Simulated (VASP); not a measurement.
Wanted: the native input for a VASP 6.6.1 run.

| Item | Value |
| --- | --- |
| Task | single point |
| Functional | PBEsol |
| Potentials or basis | VASP PAW PBE potentials, release 64 (Hg, Te) |
| Cutoff | 520 eV |
| k mesh | 12 × 12 × 8 |
| Occupations | gaussian, width 0.1 eV |
| Spin | no spin polarisation |
| Dipole correction | no |
| Further INCAR settings | ALGO = Fast; EDIFF = 1e-06; NBANDS = 26 |

The structure of HgTe lies in POSCAR:

```
HgTe
1.0
    3.2556397153      3.2556397153      0.0000000000
   -3.2556397153      3.2556397153      0.0000000000
    0.0000000000      0.0000000000      6.9019561965
Hg Te
2 2
Direct
    0.0000000000      0.0000000000      0.0000000000
    0.5000000000      0.5000000000      0.5000000000
    0.5000000000      0.0000000000      0.7500000000
    0.0000000000      0.5000000000      0.2500000000
```

This cell differs from its parent crystal: strain along c alone, the other axes held: +6.0 %.

These files were run (other wordings do the same):

INCAR

```
  PREC = Accurate
  ENCUT = 520
  EDIFF = 1E-6
  ISMEAR = 0
  SIGMA = 0.1
  LREAL = False
  LASPH = True
  NELM = 100
  ALGO = Fast
  ISIF = 2
  LWAVE = False
  LCHARG = False
  GGA = PS
  NBANDS = 26
```

KPOINTS

```
Automatic mesh
0
Gamma
  12 12 8
```

Potentials or basis: VASP PAW PBE potentials, release 64 (Hg, Te).

Launch:

```sh
$ cat potpaw_PBE.64/Hg/POTCAR potpaw_PBE.64/Te/POTCAR > POTCAR
$ mpirun -np 1 vasp_std > vasp.out
```

It gave:

```json
{
  "Pressure": "-2.1 GPa",
  "Band gap on the k mesh": "zero (filled and empty bands touch)"
}
```

Caveat: the cell differs from its parent crystal (strain along c alone, the other axes held: +6.0 %); semilocal functionals underestimate gaps, and a narrow one can read as zero; the PAW data sets were made with another functional, which shifts forces and pressure a little; spin-orbit coupling is left out, which moves the levels of the heavy elements.

Wall time 8.8 min on 1 thread of Oxide Virtual Turin-like Processor, with other jobs on the host, peak memory 0.55 GiB.
